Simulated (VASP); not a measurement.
Br: single point with r2SCAN

Crystal: Br.

```
CELL_PARAMETERS angstrom
3.66347 0.00000 0.00000
-1.83174 3.17266 0.00000
0.00000 0.00000 5.94601
ATOMIC_POSITIONS crystal
Br 0.33333 0.66667 0.25000
Br 0.66667 0.33333 0.75000
```

```
Program             : VASP 6.6.1
Task                : single point
Functional          : r2SCAN
Potentials or basis : VASP PAW PBE potentials, release 64 (Br)
Cutoff              : 520 eV
k mesh              : 6 × 6 × 4
Occupations         : gaussian, width 0.1 eV
Spin                : no spin polarisation
```

```yaml
Pressure: -4.2 GPa
Band_gap_on_the_k_mesh: zero (bands 7 and 8 overlap by 1.38 eV)
```

Stress tensor (GPa, compression positive):
```
-4.12  0.00  0.00
 0.00 -4.12  0.00
 0.00  0.00 -4.22
```

Levels at points of the mesh, in eV from the Fermi level:
| k point | band 3 | band 4 | band 5 | band 6 | band 7 | band 8 | band 9 | band 10 | band 11 | band 12 |
| --- | --- | --- | --- | --- | --- | --- | --- | --- | --- | --- |
| (0.00, 0.00, 0.00) | -2.90 | 0.12 | 0.12 | 0.53 | 0.53 | 0.56 | 7.74 | 9.11 | 12.98 | 12.98 |
| (0.50, 0.00, 0.00) | -2.62 | -1.99 | -1.43 | -0.67 | -0.38 | 0.15 | 8.84 | 9.40 | 9.97 | 12.66 |
| (0.00, 0.00, 0.50) | -1.40 | -1.40 | 0.32 | 0.32 | 0.32 | 0.32 | 9.35 | 9.35 | 12.49 | 12.49 |
| (0.50, 0.00, 0.50) | -2.71 | -2.71 | -0.33 | -0.33 | -0.29 | -0.29 | 8.83 | 8.83 | 10.68 | 10.68 |

It took 120 s on 1 thread of Oxide Virtual Turin-like Processor, with other jobs on the host, peak memory 0.16 GiB.

Caveat: the cell stands under tension; the PAW data sets were made with another functional, which shifts forces and pressure a little.
